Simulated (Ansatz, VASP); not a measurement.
**Mg2Ti3O3: VASP beside Ansatz**

```
Mg Ti O
1.0
     4.62653    0.00000    0.00000
     0.00000    4.62653    0.00000
     0.00000    0.00000    4.62653
Mg Ti O
2 3 3
Direct
  0.50000 0.50000 0.50000
  0.00000 0.00000 0.00000
  0.00000 0.50000 0.50000
  0.50000 0.00000 0.50000
  0.50000 0.50000 0.00000
  0.50000 0.00000 0.00000
  0.00000 0.50000 0.00000
  0.00000 0.00000 0.50000
```

Alike in both runs: functional PBE; k mesh 4 × 4 × 4; occupations gaussian, width 0.2 eV; collinear spin.

Ansatz relaxed the structure, and its values are those at the end. VASP's run is a single point on that final structure, the one shown.

|  | VASP | Ansatz |
| --- | --- | --- |
| version | VASP 6.6.1 | Ansatz 0.2.0 |
| potentials or method | VASP PAW PBE potentials, release 64 (Mg, Ti_sv, O), cutoff 520 eV | scalar-relativistic, plane waves, PAW |
| valence electrons in the cell | 58 | 74 |

|  | VASP | Ansatz | Ansatz less VASP |
| --- | --- | --- | --- |
| gap on the k mesh at the Fermi level (eV) | none | none | - |
| pressure (GPa) | 0.1 | 0.0 | -0.04 |
| net moment per atom (μB) | 0.00 | 0.00 | 0.000 |

A gap of «none» marks a metal or a gap that the smearing closes. With one functional, cell and mesh, what is left measures potentials, basis and numerics. VASP's potentials hold 58 valence electrons a cell and Ansatz's 74, so a difference there can come from the potentials and not from the codes. Ansatz's warnings: seeded moment not kept.
